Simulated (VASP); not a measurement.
Here is a VASP 6.6.1 calculation.

Contents of INCAR:

```
PREC     = Accurate       # precision mode
ENCUT    = 520            # plane-wave cutoff, eV
EDIFF    = 1E-7           # SCF threshold, eV
ISMEAR   = 0              # smearing method
SIGMA    = 0.05           # smearing width, eV
LREAL    = False          # projectors in reciprocal space
LASPH    = True           # aspherical terms in the spheres
NELM     = 80             # most SCF steps
ALGO     = Normal         # electronic algorithm
ISIF     = 2              # what is computed and relaxed
LWAVE    = False          # write WAVECAR
LCHARG   = False          # write CHGCAR
GGA      = PE             # functional
NBANDS   = 16             # bands
```

File KPOINTS:

```
regular mesh
0
Gamma
  8 8 6
```

The input POSCAR:

```
AlN
1.0
    0.0000000000     -2.0184234927     -2.0184234927
    0.0000000000      2.0184234927     -2.0184234927
    4.0368469854      0.0000000000      0.0000000000
Al N
2 2
Direct
    0.5057976238      0.4942023762      0.0000000000
   -0.0057976238      0.0057976238      0.5000000000
    0.4978966712      0.5021033288      0.5000000000
    0.0021033288      0.9978966712      0.0000000000
```

Potentials or basis: VASP PAW PBE potentials, release 64 (Al, N).

The run is started by

```console
$ cat potpaw_PBE.64/Al/POTCAR potpaw_PBE.64/N/POTCAR > POTCAR
$ mpirun -np 1 vasp_std > vasp.out
```

Problem. Predict the largest force.

Solution. 0.257 eV/Å.

Problem. What does it give for the band gap on the k mesh?

Solution. 4.65 eV.

Forces in eV/Å, atoms in the order of the input:
```
Al   0.000  0.257  0.000
Al   0.000 -0.257  0.000
N    0.000 -0.033  0.000
N    0.000  0.033  0.000
```

A k mesh can miss the band edges. PBE gaps usually lie below the measured ones, often by a third to a half.
